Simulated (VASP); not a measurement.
# Ta3AlN4 (P4/mmm) in VASP: a series of runs

Ta3AlN4 is run at these levels: PBE; tasks: single point.

Program: VASP 6.6.1. These are calculated values, not measurements. Logs are shortened: lines on timing, memory, paths and dates and some standing lists are left out, and cuts for length are marked.

## Step 1: The cell of the first run

The structure is tetragonal, space group P4/mmm (No. 123). The conventional cell has a = 3.083 Å, b = 3.083 Å, c = 8.737 Å, α = 90.00°, β = 90.00°, γ = 90.00°. Ta (site symmetry 4mm) has 6 N at 2.13 to 2.24 Å within 2.8 Å. Ta (site symmetry 4/mmm) has 6 N at 2.18 to 2.38 Å within 2.9 Å. Al (site symmetry 4/mmm) has 6 N at 1.99 to 2.18 Å within 2.6 Å. Within 2.8 Å of N (site symmetry 4/mmm) lie 6 Ta at 2.13 to 2.18 Å. N (site symmetry 4mm) has 1 Al at 1.99 Å and 5 Ta at 2.19 to 2.38 Å within 2.6 Å. Within 3.1 Å of N (site symmetry 4/mmm) lie 4 Al at 2.18 Å and 2 Ta at 2.24 Å and 12 N at 2.95 to 3.08 Å.

## Step 2: Single point, PBE

INCAR

```
PREC     = Accurate       # precision mode
ENCUT    = 520            # plane-wave cutoff, eV
EDIFF    = 1E-6           # SCF threshold, eV
ISMEAR   = 0              # smearing method
SIGMA    = 0.1            # smearing width, eV
LREAL    = F              # projectors in reciprocal space
LASPH    = T              # aspherical terms in the spheres
NELM     = 60             # most SCF steps
ALGO     = Normal         # electronic algorithm
ISIF     = 2              # what is computed and relaxed
LWAVE    = F              # write WAVECAR
LCHARG   = T              # write CHGCAR
GGA      = PE             # functional
LELF     = T              # ELF
LVHAR    = T            
NBANDS   = 38             # bands
```

KPOINTS

```
Automatic mesh
0
Gamma
  6 6 2
```

POSCAR

```
Ta3AlN4
1.0
    3.0825520390      0.0000000000      0.0000000000
    0.0000000000      3.0825520390      0.0000000000
    0.0000000000      0.0000000000      8.7366198750
Ta Al N
3 1 4
Direct
    0.0000000000      0.0000000000      0.7566319578
    0.5000000000      0.5000000000      0.0000000000
    0.0000000000      0.0000000000      0.2433680422
    0.5000000000      0.5000000000      0.5000000000
    0.0000000000      0.0000000000      0.0000000000
    0.5000000000      0.5000000000      0.2726315620
    0.0000000000      0.0000000000      0.5000000000
    0.5000000000      0.5000000000      0.7273684380
```

Potentials or basis: VASP PAW PBE potentials, release 64 (Ta_pv, Al, N).

Launch:

```bash
$ cat potpaw_PBE.64/Ta_pv/POTCAR potpaw_PBE.64/Al/POTCAR potpaw_PBE.64/N/POTCAR > POTCAR
$ mpirun -np 1 vasp_std > vasp.out
```

OUTCAR:

```text
PREC = Accurate
   ENCUT = 520
   EDIFF = 1E-6
   ISMEAR = 0
   LREAL = F
   LASPH = T
   NELM = 60
   ISIF = 2
   GGA = PE

 ion  position               nearest neighbor table
   1  0.000  0.000  0.757-   5 2.13   8 2.19   8 2.19   8 2.19   8 2.19   7 2.24   2 3.04   2 3.04
                             2 3.04   2 3.04   4 3.13   4 3.13   4 3.13   4 3.13
   2  0.500  0.500  0.000-   5 2.18   5 2.18   5 2.18   5 2.18   8 2.38   6 2.38   3 3.04   3 3.04
                             1 3.04   3 3.04   1 3.04   1 3.04   3 3.04   1 3.04
   3  0.000  0.000  0.243-   5 2.13   6 2.19   6 2.19   6 2.19   6 2.19   7 2.24   2 3.04   2 3.04
                             2 3.04   2 3.04   4 3.13   4 3.13   4 3.13   4 3.13
   4  0.500  0.500  0.500-   6 1.99   8 1.99   7 2.18   7 2.18   7 2.18   7 2.18   3 3.13   3 3.13
                             1 3.13   3 3.13   1 3.13   1 3.13   3 3.13   1 3.13
   5  0.000  0.000  0.000-   1 2.13   3 2.13   2 2.18   2 2.18   2 2.18   2 2.18
   6  0.500  0.500  0.273-   4 1.99   3 2.19   3 2.19   3 2.19   3 2.19   2 2.38
   7  0.000  0.000  0.500-   4 2.18   4 2.18   4 2.18   4 2.18   1 2.24   3 2.24
   8  0.500  0.500  0.727-   4 1.99   1 2.19   1 2.19   1 2.19   1 2.19   2 2.38

  LATTYP: Found a simple tetragonal cell.
 ALAT       =     3.0825520390
 C/A-ratio  =     2.8342165078

  Lattice vectors:

 A1 = (   3.0825520390,   0.0000000000,   0.0000000000)
 A2 = (   0.0000000000,   3.0825520390,   0.0000000000)
 A3 = (   0.0000000000,   0.0000000000,   8.7366198750)

Analysis of symmetry for initial positions (statically):
=====================================================================
 Subroutine PRICEL returns:
 Original cell was already a primitive cell.

 Routine SETGRP: Setting up the symmetry group for a
 simple tetragonal supercell.

 Subroutine GETGRP returns: Found 16 space group operations
 (whereof 16 operations were pure point group operations)
 out of a pool of 16 trial point group operations.

The static configuration has the point symmetry D_4h.

Analysis of symmetry for dynamics (positions and initial velocities):
=====================================================================
 Subroutine PRICEL returns:
 Original cell was already a primitive cell.

 Routine SETGRP: Setting up the symmetry group for a
 simple tetragonal supercell.

 Subroutine GETGRP returns: Found 16 space group operations
 (whereof 16 operations were pure point group operations)
 out of a pool of 16 trial point group operations.

The dynamic configuration has the point symmetry D_4h.

 Subroutine INISYM returns: Found 16 space group operations
 (whereof 16 operations are pure point group operations),
 and found     1 'primitive' translations

----------------------------------------------------------------------------------------

                                     Primitive cell

  volume of cell :      83.0165

  direct lattice vectors                    reciprocal lattice vectors
     3.082552039  0.000000000  0.000000000     0.324406527  0.000000000  0.000000000
     0.000000000  3.082552039  0.000000000     0.000000000  0.324406527  0.000000000
     0.000000000  0.000000000  8.736619875     0.000000000  0.000000000  0.114460743

  length of vectors
     3.082552039  3.082552039  8.736619875     0.324406527  0.324406527  0.114460743

  position of ions in fractional coordinates (direct lattice)
     0.000000000  0.000000000  0.756631958
     0.500000000  0.500000000  0.000000000
     0.000000000  0.000000000  0.243368042
     0.500000000  0.500000000  0.500000000
     0.000000000  0.000000000  0.000000000
     0.500000000  0.500000000  0.272631562
     0.000000000  0.000000000  0.500000000
     0.500000000  0.500000000  0.727368438

  ion indices of the primitive-cell ions
   primitive index   ion index
                 1           1
                 2           2
                 3           3
                 4           4
                 5           5
                 6           6
                 7           7
                 8           8

----------------------------------------------------------------------------------------

 KPOINTS: Automatic mesh

Automatic generation of k-mesh.
 Grid dimensions read from file:
 generate k-points for:    6    6    2

 Generating k-lattice:

  Cartesian coordinates                     Fractional coordinates (reciprocal lattice)
     0.054067754  0.000000000  0.000000000     0.166666667  0.000000000  0.000000000
     0.000000000  0.054067754  0.000000000     0.000000000  0.166666667  0.000000000
     0.000000000  0.000000000  0.057230371     0.000000000  0.000000000  0.500000000

  Length of vectors
     0.054067754  0.054067754  0.057230371

  Shift w.r.t. Gamma in fractional coordinates (k-lattice)
     0.000000000  0.000000000  0.000000000

 Subroutine IBZKPT returns following result:
 ===========================================

 Found     20 irreducible k-points:

 Following reciprocal coordinates:
            Coordinates               Weight
  0.000000  0.000000  0.000000      1.000000
  0.166667  0.000000  0.000000      4.000000
  0.333333  0.000000  0.000000      4.000000
  0.500000  0.000000  0.000000      2.000000
  0.166667  0.166667  0.000000      4.000000
  0.333333  0.166667  0.000000      8.000000
[... 12 lines left out ...]
  0.500000  0.333333  0.500000      4.000000
  0.500000  0.500000  0.500000      1.000000
   k-points           NKPTS =     20   k-points in BZ     NKDIM =     20   number of bands    NBANDS=     38
   number of dos      NEDOS =    301   number of ions     NIONS =      8
   total plane-waves  NPLWV =  40320
   dimension x,y,z NGX =    24 NGY =   24 NGZ =   70
   dimension x,y,z NGXF=    48 NGYF=   48 NGZF=  140
   ions per type =               3   1   4
   NGX,Y,Z   is equivalent  to a cutoff of  12.94, 12.94, 13.32 a.u.
   NGXF,Y,Z  is equivalent  to a cutoff of  25.89, 25.89, 26.64 a.u.
 SYSTEM =  unknown system
   PREC   = accura    normal or accurate (medium, high low for compatibility)
   ISTART =      0    job   : 0-new  1-cont  2-samecut
   ICHARG =      2    charge: 1-file 2-atom 10-const
   ISPIN  =      1    spin polarized calculation?
   LNONCOLLINEAR =      F non collinear calculations
   LSORBIT =      F    spin-orbit coupling
   LASPH  =      T    aspherical Exc in radial PAW
   ENCUT  =  520.0 eV  38.22 Ry    6.18 a.u.   5.73  5.73 16.24*2*pi/ulx,y,z
   NELM   =     60;   NELMIN=  2; NELMDL= -5     # of ELM steps
   EDIFF  = 0.1E-05   stopping-criterion for ELM
   LREAL  =      F    real-space projection
   EDIFFG = 0.1E-04   stopping-criterion for IOM
   NSW    =      0    number of steps for IOM
   IBRION =     -1    ionic relax: 0-MD 1-quasi-New 2-CG
   NFREE  =      0    steps in history (QN), initial steepest desc. (CG)
   ISIF   =      2    stress and relaxation
   ISYM   =      2    0-nonsym 1-usesym 2-fastsym
   POTIM  = 0.5000    time-step for ionic-motion
   TEBEG  =    0.0;   TEEND  =   0.0 temperature during run
   PSTRESS=    0.0 pullay stress
   NELECT =      56.0000    total number of electrons
   NUPDOWN=      -1.0000    fix difference up-down
   EMIN   =  10.00;   EMAX   =-10.00  energy-range for DOS
   EFERMI =   0.00;   METHOD = LEGACY
   ISMEAR =     0;   SIGMA  =   0.10  broadening in eV -4-tet -1-fermi 0-gaus
   EFERMI_NEDOS =   21; number of points for ismear=-14 and -15
   IALGO  =     38    algorithm
   IMIX   =      4    mixing-type and parameters
     AMIX     =   0.40;   BMIX     =  1.00
     AMIX_MAG =   1.60;   BMIX_MAG =  1.00
  volume/ion in A,a.u.               =      10.38        70.03
  Fermi-wavevector in a.u.,A,eV,Ry     =   1.435763  2.713199 28.047258  2.061415
  Thomas-Fermi vector in A             =   2.555026
   LORBIT       =      0    0 simple, 1 ext, 2 COOP (PROOUT), +10 PAW based schemes
   GGA     = PE    functional components
   LHFCALC =     F    Hartree Fock is set to
   AEXX    =    0.0000 exact exchange contribution
   IVDW    =     0    specifies the selected vdW correction
   LEPSILON=     F    determine dielectric tensor
   LRPA    =     F    only Hartree local field effects (RPA)
 non-spin polarized calculation
 Gauss-broadening in eV      SIGMA  =   0.10
  energy-cutoff  :      520.00
  volume of cell :       83.02
 maximum number of plane-waves:      2268
 NGX is ok and might be reduce to    24
   NGX = 11   NGY = 11   NGZ = 33

 number of electron      56.0000009 magnetization

 Free energy of the ion-electron system (eV)
  ---------------------------------------------------
  ext. energy  EPLUGINS =         0.00000000
  ---------------------------------------------------
  free energy    TOTEN  =       -79.38618735 eV

  energy without entropy =      -79.36929607  energy(sigma->0) =      -79.37774171

 E-fermi :   9.7371     XC(G=0): -13.0070

 val. band max:        9.6934580662   @ k =   0.3333   0.1667   0.0000
 cond. band min:       9.7623744452   @ k =   0.3333   0.1667   0.0000
 fundamental gap:      0.0689163790
 Fermi energy:         9.7370680566

 k-point     1 :       0.0000    0.0000    0.0000
  band No.  band energies     occupation
      1     -26.5796      2.00000
      2     -26.3553      2.00000
      3     -26.2015      2.00000
      4     -26.2015      2.00000
      5     -26.1068      2.00000
      6     -26.1068      2.00000
[... 30 lines left out ...]
     37      11.8822      0.00000
     38      12.5234      0.00000

 k-point     2 :       0.1667    0.0000    0.0000
  band No.  band energies     occupation
      1     -26.5575      2.00000
      2     -26.4571      2.00000
      3     -26.2593      2.00000
      4     -26.2576      2.00000
      5     -26.1703      2.00000
      6     -26.0913      2.00000
[... 30 lines left out ...]
     37      12.6435      0.00000
     38      13.0814      0.00000
[... 695 lines left out ...]
     37      14.0487      0.00000
     38      14.3700      0.00000

 k-point    20 :       0.5000    0.5000    0.5000
  band No.  band energies     occupation
      1     -26.6618      2.00000
      2     -26.6618      2.00000
      3     -26.4989      2.00000
      4     -26.4989      2.00000
      5     -26.2738      2.00000
      6     -26.2738      2.00000
[... 30 lines left out ...]
     37      13.5574      0.00000
     38      14.0998      0.00000

------------------------ aborting loop because EDIFF is reached ----------------------------------------

  FORCE on cell =-STRESS in cart. coord.  units (eV):
  Direction    XX          YY          ZZ          XY          YZ          ZX
  --------------------------------------------------------------------------------------
  -------------------------------------------------------------------------------------
  Total        0.2951769      0.2951769      0.2450686      0.0000000      0.0000000     -0.0000000
  in kB        5.6967706      5.6967706      4.7297050      0.0000000      0.0000000     -0.0000000
  external PRESSURE =       5.3744154 kB  Pullay stress =       0.0000000 kB

 VOLUME and BASIS-vectors are now :
 -----------------------------------------------------------------------------
  energy-cutoff  :      520.00
  volume of cell :       83.02
      direct lattice vectors                 reciprocal lattice vectors
     3.082552039  0.000000000  0.000000000     0.324406527  0.000000000  0.000000000
     0.000000000  3.082552039  0.000000000     0.000000000  0.324406527  0.000000000
     0.000000000  0.000000000  8.736619875     0.000000000  0.000000000  0.114460743

 POSITION                                       TOTAL-FORCE (eV/Angst)
 -----------------------------------------------------------------------------------
      0.00000      0.00000      6.61041         0.000000     -0.000000     -0.013192
      1.54128      1.54128      0.00000        -0.000000     -0.000000     -0.000000
      0.00000      0.00000      2.12621        -0.000000      0.000000      0.013192
      1.54128      1.54128      4.36831        -0.000000     -0.000000     -0.000000
      0.00000      0.00000      0.00000        -0.000000     -0.000000     -0.000000
      1.54128      1.54128      2.38188        -0.000000     -0.000000      0.020052
      0.00000      0.00000      4.36831        -0.000000     -0.000000     -0.000000
      1.54128      1.54128      6.35474        -0.000000      0.000000     -0.020052
 -----------------------------------------------------------------------------------
    total drift:                                0.000000     -0.000000     -0.000000

  FREE ENERGIE OF THE ION-ELECTRON SYSTEM (eV)
  ---------------------------------------------------
  free  energy   TOTEN  =       -79.3861873481 eV

  energy  without entropy=      -79.3692960726  energy(sigma->0) =      -79.37774171
```

Run time: 25 s. Hardware: 1 thread of Intel Xeon 6975P-C (Granite Rapids), shared host; peak memory 0.21 GiB.

Results:

- Free energy: -79.3862 eV
- Pressure: 0.5 GPa
- Largest force: 0.020 eV/Å
- Band gap on the k mesh: zero (bands 28 and 29 overlap by 2.49 eV)

Forces on the atoms (eV/Å):
```
Ta   0.000  0.000 -0.013
Ta   0.000  0.000  0.000
Ta   0.000  0.000  0.013
Al   0.000  0.000  0.000
N    0.000  0.000  0.000
N    0.000  0.000  0.020
N    0.000  0.000  0.000
N    0.000  0.000 -0.020
```

Stress tensor (GPa, compression positive):
```
0.57 0.00 0.00
0.00 0.57 0.00
0.00 0.00 0.47
```

Levels at points of the mesh, in eV from the Fermi level:
```csv
k point,band 26,band 27,band 28,band 29,band 30,band 31
"(0.00, 0.00, 0.00)",-3.12,-3.12,-2.68,-1.52,-1.52,0.41
"(0.50, 0.00, 0.00)",0.19,0.67,0.83,1.00,1.04,1.59
"(0.50, 0.50, 0.00)",-4.46,-3.84,0.28,0.28,1.27,2.52
"(0.00, 0.00, 0.50)",-3.43,-3.43,-2.61,-0.96,-0.96,0.42
"(0.50, 0.00, 0.50)",-0.06,0.23,0.98,1.38,1.38,1.56
"(0.50, 0.50, 0.50)",-3.60,-3.60,-0.61,-0.61,2.67,2.73
```

Caveat: spin-orbit coupling is left out, which moves the levels of the heavy elements.

## Step 3: Single point, PBE

This run uses another cell than the first one, of 13.38 Å³/atom.

INCAR

```
PREC = Accurate ; ENCUT = 520
EDIFF = 1E-6 ; ISMEAR = 0
SIGMA = 0.1 ; LREAL = F
LASPH = T ; NELM = 60
ALGO = Normal ; ISIF = 2
LWAVE = F ; LCHARG = T
GGA = PE ; LELF = T
LVHAR = T ; NBANDS = 38
```

KPOINTS

```
regular mesh
0
Gamma
  6 6 2
```

POSCAR

```
Ta3AlN4
1.0
    3.3573092400      0.0000000000      0.0000000000
    0.0000000000      3.3573092400      0.0000000000
    0.0000000000      0.0000000000      9.4959045300
Ta Al N
3 1 4
Direct
    0.0000000000      0.0000000000      0.7500000000
    0.5000000000      0.5000000000      0.0000000000
    0.0000000000      0.0000000000      0.2500000000
    0.5000000000      0.5000000000      0.5000000000
    0.0000000000      0.0000000000      0.0000000000
    0.5000000000      0.5000000000      0.2500000000
    0.0000000000      0.0000000000      0.5000000000
    0.5000000000      0.5000000000      0.7500000000
```

Potentials or basis: VASP PAW PBE potentials, release 64 (Ta_pv, Al, N).

Launch:

```bash
$ cat potpaw_PBE.64/Ta_pv/POTCAR potpaw_PBE.64/Al/POTCAR potpaw_PBE.64/N/POTCAR > POTCAR
$ mpirun -np 1 vasp_std > vasp.out
```

It took 46 s on 1 thread of Intel Xeon 6975P-C (Granite Rapids), shared host; peak memory 0.25 GiB.

Results (log left out):

| Property | Result |
| --- | --- |
| Free energy | -75.1214 eV |
| Pressure | -41.5 GPa |
| Largest force | 0.884 eV/Å |
| Band gap on the k mesh | zero (bands 28 and 29 overlap by 2.10 eV) |

Forces on the atoms (eV/Å):
```
Ta   0.000  0.000  0.884
Ta   0.000  0.000  0.000
Ta   0.000  0.000 -0.884
Al   0.000  0.000  0.000
N    0.000  0.000  0.000
N    0.000  0.000  0.605
N    0.000  0.000  0.000
N    0.000  0.000 -0.605
```

Stress tensor (GPa, compression positive):
```
-42.88   0.00   0.00
  0.00 -42.88   0.00
  0.00   0.00 -38.69
```

Levels at points of the mesh, in eV from the Fermi level:
```csv
k point,band 24,band 25,band 26,band 27,band 28,band 29,band 30,band 31,band 32,band 33
"(0.00, 0.00, 0.00)",-2.91,-2.88,-2.88,-2.82,-2.04,-1.31,-0.84,-0.84,0.20,0.29
"(0.50, 0.00, 0.00)",-4.46,-3.14,0.40,0.66,0.78,0.86,1.18,1.22,1.24,1.36
"(0.50, 0.50, 0.00)",-3.91,-3.56,-3.07,-3.07,-0.57,0.05,0.05,1.21,1.21,1.64
"(0.00, 0.00, 0.50)",-3.41,-3.26,-3.26,-2.97,-2.00,-0.41,-0.34,-0.34,0.20,0.21
"(0.50, 0.00, 0.50)",-4.10,-3.17,0.42,0.50,0.65,0.77,0.88,0.96,1.25,1.30
"(0.50, 0.50, 0.50)",-4.51,-4.49,-2.07,-2.07,-1.04,-1.04,0.20,1.81,1.81,2.08
```

Caveat: the cell stands under tension; spin-orbit coupling is left out, which moves the levels of the heavy elements.

The gap in the log of VASP goes by the Fermi energy; the results here count the filled bands.